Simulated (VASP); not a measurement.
# Ru (P6_3/mmc) in VASP: notebook, part 3 of 3

VASP 6.6.1.

**5. Single point, PBEsol (volume 13.534 Å^3 an atom, c/a of the conventional cell 1.6857)**

File INCAR:

```
SYSTEM = Ru
ALGO = Fast ; EDIFF = 1E-6
ENCUT = 520 ; GGA = PS
ISIF = 2 ; ISMEAR = 0
LASPH = .True. ; LCHARG = .True.
LELF = .True. ; LREAL = .False.
LVHAR = .True. ; LWAVE = .False.
NBANDS = 21 ; NELM = 60
PREC = Accurate ; SIGMA = 0.15
```

File KPOINTS:

```
k-points
0
Gamma
  21 21 12
  0 0 0
```

File POSCAR:

```
Ru
1.0
    2.6467631721      0.0000000000      0.0000000000
   -1.3233815860      2.2921641448      0.0000000000
    0.0000000000      0.0000000000      4.4616486792
Ru
2
Direct
    0.3333333333      0.6666666667      0.2500000000
    0.6666666667      0.3333333333      0.7500000000
```

Potentials or basis: VASP PAW PBE potentials, release 64 (Ru_pv).

The run is started by

```bash
cat potpaw_PBE.64/Ru_pv/POTCAR > POTCAR
mpirun -np 1 vasp_std > vasp.out
```

OUTCAR:

```text
SYSTEM = Ru
   EDIFF = 1E-6
   ENCUT = 520
   GGA = PS
   ISIF = 2
   ISMEAR = 0
   LASPH = .True.
   LREAL = .False.
   NELM = 60
   PREC = Accurate

 ion  position               nearest neighbor table
   1  0.333  0.667  0.250-   2 2.70   2 2.70   2 2.70   2 2.70   2 2.70   2 2.70
   2  0.667  0.333  0.750-   1 2.70   1 2.70   1 2.70   1 2.70   1 2.70   1 2.70

  LATTYP: Found a hexagonal cell.
 ALAT       =     2.6467631721
 C/A-ratio  =     1.6857000000

  Lattice vectors:

 A1 = (   2.6467631721,   0.0000000000,   0.0000000000)
 A2 = (  -1.3233815860,   2.2921641448,   0.0000000000)
 A3 = (   0.0000000000,   0.0000000000,   4.4616486792)

Analysis of symmetry for initial positions (statically):
=====================================================================
 Subroutine PRICEL returns:
 Original cell was already a primitive cell.

 Routine SETGRP: Setting up the symmetry group for a
 hexagonal supercell.

 Subroutine GETGRP returns: Found 24 space group operations
 (whereof 12 operations were pure point group operations)
 out of a pool of 24 trial point group operations.

The static configuration has the point symmetry D_3d.
 The point group associated with its full space group is D_6h.

Analysis of symmetry for dynamics (positions and initial velocities):
=====================================================================
 Subroutine PRICEL returns:
 Original cell was already a primitive cell.

 Routine SETGRP: Setting up the symmetry group for a
 hexagonal supercell.

 Subroutine GETGRP returns: Found 24 space group operations
 (whereof 12 operations were pure point group operations)
 out of a pool of 24 trial point group operations.

The dynamic configuration has the point symmetry D_3d.
 The point group associated with its full space group is D_6h.

 Subroutine INISYM returns: Found 24 space group operations
 (whereof 12 operations are pure point group operations),
 and found     1 'primitive' translations

----------------------------------------------------------------------------------------

[... 112 lines left out ...]
     AMIX_MAG =   1.60;   BMIX_MAG =  1.00
  volume/ion in A,a.u.               =      13.53        91.33
  Fermi-wavevector in a.u.,A,eV,Ry     =   1.655676  3.128775 37.297165  2.741264
  Thomas-Fermi vector in A             =   2.743732
   LORBIT       =      0    0 simple, 1 ext, 2 COOP (PROOUT), +10 PAW based schemes
   GGA     = PS    functional components
   LHFCALC =     F    Hartree Fock is set to
   AEXX    =    0.0000 exact exchange contribution
   IVDW    =     0    specifies the selected vdW correction
   LEPSILON=     F    determine dielectric tensor
   LRPA    =     F    only Hartree local field effects (RPA)
 non-spin polarized calculation
 RMM-DIIS sequential band-by-band and
 Gauss-broadening in eV      SIGMA  =   0.15
  energy-cutoff  :      520.00
  volume of cell :       27.07
 maximum number of plane-waves:       762
 NGX is ok and might be reduce to    20
   NGX =  9   NGY =  9   NGZ = 17

 number of electron      27.9999989 magnetization

 Free energy of the ion-electron system (eV)
  ---------------------------------------------------
  ext. energy  EPLUGINS =         0.00000000
  ---------------------------------------------------
  free energy    TOTEN  =       -20.22834158 eV

  energy without entropy =      -20.21104665  energy(sigma->0) =      -20.21969412

 E-fermi :  12.7628     XC(G=0): -14.2997

 val. band max:       12.7600292778   @ k =   0.3333   0.2381   0.2500
 cond. band min:      12.7647150232   @ k =   0.3810   0.2381   0.2500
 fundamental gap:      0.0046857454
 Fermi energy:        12.7628199175

 k-point     1 :       0.0000    0.0000    0.0000
  band No.  band energies     occupation
      1     -30.7597      2.00000
      2     -29.8156      2.00000
      3     -29.8156      2.00000
      4     -29.7555      2.00000
      5     -29.6937      2.00000
      6     -29.6937      2.00000
[... 565 lines left out ...]
     20      23.0462      0.00000
     21      23.0536      0.00000

 [... further k-points ...]

------------------------ aborting loop because EDIFF is reached ----------------------------------------

  FORCE on cell =-STRESS in cart. coord.  units (eV):
  Direction    XX          YY          ZZ          XY          YZ          ZX
  --------------------------------------------------------------------------------------
  -------------------------------------------------------------------------------------
  Total        0.9801813      0.9801813     -4.2559881      0.0000000     -0.0000000      0.0000000
  in kB       58.0177405     58.0177405   -251.9154566      0.0000000     -0.0000000      0.0000000
  external PRESSURE =     -45.2933252 kB  Pullay stress =       0.0000000 kB

 VOLUME and BASIS-vectors are now :
 -----------------------------------------------------------------------------
  energy-cutoff  :      520.00
  volume of cell :       27.07
      direct lattice vectors                 reciprocal lattice vectors
     2.646763172  0.000000000  0.000000000     0.377819977  0.218134465  0.000000000
    -1.323381586  2.292164145  0.000000000     0.000000000  0.436268931  0.000000000
     0.000000000  0.000000000  4.461648679     0.000000000  0.000000000  0.224132394

 POSITION                                       TOTAL-FORCE (eV/Angst)
 -----------------------------------------------------------------------------------
     -0.00000      1.52811      1.11541         0.000000     -0.000000      0.000000
      1.32338      0.76405      3.34624        -0.000000      0.000000      0.000000
 -----------------------------------------------------------------------------------
    total drift:                               -0.000000      0.000000     -0.000000

  FREE ENERGIE OF THE ION-ELECTRON SYSTEM (eV)
  ---------------------------------------------------
  free  energy   TOTEN  =       -20.2283415838 eV

  energy  without entropy=      -20.2110466543  energy(sigma->0) =      -20.21969412
```

OSZICAR:

```text
N       E                     dE             d eps       ncg     rms          rms(c)
DAV:   1     0.284737926306E+03    0.28474E+03   -0.17519E+04 14136   0.148E+03
DAV:   2    -0.160209035970E+02   -0.30076E+03   -0.29178E+03 14505   0.444E+02
DAV:   3    -0.217813127042E+02   -0.57604E+01   -0.57242E+01 16577   0.688E+01
DAV:   4    -0.218237670209E+02   -0.42454E-01   -0.42388E-01 17829   0.567E+00
DAV:   5    -0.218243074633E+02   -0.54044E-03   -0.53766E-03 15928   0.563E-01    0.195E+01
RMM:   6    -0.203346217993E+02    0.14897E+01   -0.32371E+00 14528   0.149E+01    0.493E+00
RMM:   7    -0.202376242668E+02    0.96998E-01   -0.40819E-01 15672   0.469E+00    0.935E-01
RMM:   8    -0.202297376218E+02    0.78866E-02   -0.22446E-02 15990   0.145E+00    0.489E-01
RMM:   9    -0.202283164373E+02    0.14212E-02   -0.28734E-03 16181   0.489E-01    0.760E-02
RMM:  10    -0.202283381276E+02   -0.21690E-04   -0.48419E-04 16524   0.210E-01    0.225E-02
RMM:  11    -0.202283418306E+02   -0.37030E-05   -0.85431E-05 17708   0.646E-02    0.938E-03
RMM:  12    -0.202283423998E+02   -0.56915E-06   -0.11363E-05 16130   0.264E-02    0.642E-03
RMM:  13    -0.202283415838E+02    0.81600E-06   -0.27872E-06 12397   0.143E-02
   1 F= -.20228342E+02 E0= -.20219694E+02  d E =-.172949E-01
```

stdout:

```text
POSCAR found type information on POSCAR Ru
 POSCAR found :  1 types and       2 ions
 scaLAPACK will be used
 -----------------------------------------------------------------------------
|                                                                             |
|                                                                             |
|     You enforced a specific xc type in the INCAR file but a different       |
|     I HOPE YOU KNOW WHAT YOU ARE DOING!                                     |
|                                                                             |
 -----------------------------------------------------------------------------

 LDA part: xc-table for (Slater+PW92), standard interpolation
 POSCAR, INCAR and KPOINTS ok, starting setup
 FFT: planning ... GRIDC
 FFT: planning ... GRID_SOFT
 FFT: planning ... GRID
 WAVECAR not read
 entering main loop
WARNING in EDDRMM: call to ZHEGV failed, returncode =   8  4     20
WARNING in EDDRMM: call to ZHEGV failed, returncode =   6  3     20
WARNING in EDDRMM: call to ZHEGV failed, returncode =   8  4     20
```

Wall time 3.1 min (1 thread of AMD EPYC 7R43 (Zen 3), shared host); peak memory 0.22 GiB.

What came out:

```yaml
Free_energy: -20.2283 eV
Pressure: -4.5 GPa
Band_gap_on_the_k_mesh: zero (band 14 reaches 14.44 eV, above the bottom of band 15 at 11.35 eV)
```

Stress tensor (GPa, compression positive):
```
  5.80   0.00   0.00
  0.00   5.80   0.00
  0.00   0.00 -25.19
```

Levels at points of the mesh, in eV from the Fermi level:
| k point | band 10 | band 11 | band 12 | band 13 | band 14 | band 15 | band 16 | band 17 | band 18 | band 19 |
| --- | --- | --- | --- | --- | --- | --- | --- | --- | --- | --- |
| (0.00, 0.00, 0.00) | -2.57 | -2.57 | -2.02 | -2.02 | -0.91 | -0.91 | 0.54 | 1.22 | 1.22 | 9.41 |
| (0.00, 0.00, 0.50) | -3.09 | -2.61 | -2.61 | -2.61 | -2.61 | 0.55 | 0.55 | 0.55 | 0.55 | 10.28 |

Caveat: the PAW data sets were made with another functional, which shifts forces and pressure a little.

**6. Overview**

```tsv
cell	gap on the mesh (eV)	pressure (GPa)
a = 2.704, b = 2.704, c = 4.275 Å, angles 90.0, 90.0, 120.0°, 2 atoms	none	-5.4
a = 2.733, b = 2.733, c = 4.185 Å, angles 90.0, 90.0, 120.0°, 2 atoms	none	-4.6
a = 2.762, b = 2.762, c = 4.096 Å, angles 90.0, 90.0, 120.0°, 2 atoms	none	-3.0
a = 2.647, b = 2.647, c = 4.462 Å, angles 90.0, 90.0, 120.0°, 2 atoms	none	-4.5
```

Alike in all rows: task single point; level PBEsol; potentials or basis VASP PAW PBE potentials, release 64 (Ru_pv); no spin polarisation; k mesh 21 × 21 × 12; cutoff (eV) 520; smearing gaussian 0.15 eV.

Caveats: the PAW data sets were made with another functional, which shifts forces and pressure a little.

Total energies depend on the potentials used, so only differences within one code and one set of settings carry meaning.
